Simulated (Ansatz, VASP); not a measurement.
# One calculation of MoS2, two programs

```
Mo S
1.0
     1.58150    0.91308    6.12333
    -1.58150    0.91308    6.12333
     0.00000   -1.82616    6.12333
Mo S
1 2
Cartesian
  0.0000 0.0000 0.0000
  0.0000 0.0000 13.7481
  0.0000 0.0000 10.7446
```

Alike in both runs: task single point; functional LDA; k mesh 7 × 7 × 7; occupations gaussian, width 0.05 eV; collinear spin; Hubbard terms Mo d U = 4.0 eV, J = 0.5 eV.

|  | VASP | Ansatz |
| --- | --- | --- |
| version | VASP 6.6.1 | Ansatz 0.2.0 |
| potentials or method | VASP PAW LDA potentials, release 64 (Mo_sv, S), cutoff 520 eV | scalar-relativistic, plane waves, PAW |
| valence electrons in the cell | 26 | 26 |

|  | VASP | Ansatz | Ansatz less VASP |
| --- | --- | --- | --- |
| gap on the k mesh at the Fermi level (eV) | 0.91 | 0.86 | -0.054 |
| least direct gap on the mesh (eV) | 2.00 | 2.03 | +0.028 |
| pressure (GPa) | 3.6 | 1.3 | -2.32 |
| traceless stress, the component that is largest in VASP (GPa) | 4.89 | 4.78 | -0.115 |
| rms of the force components (eV/Å) | 0.507 | 0.382 | -0.1252 |

LDA's correlation is that of Perdew and Zunger in VASP and of Perdew and Wang (1992) in Ansatz. The programs project onto different local orbitals, so the same U acts differently, and such runs can settle in different states. Atom by atom the forces differ by 0.125 eV/Å (rms over components). Ansatz's warnings: seeded moment not kept, specified occupation not kept, symmetry narrowed by occupation matrices.
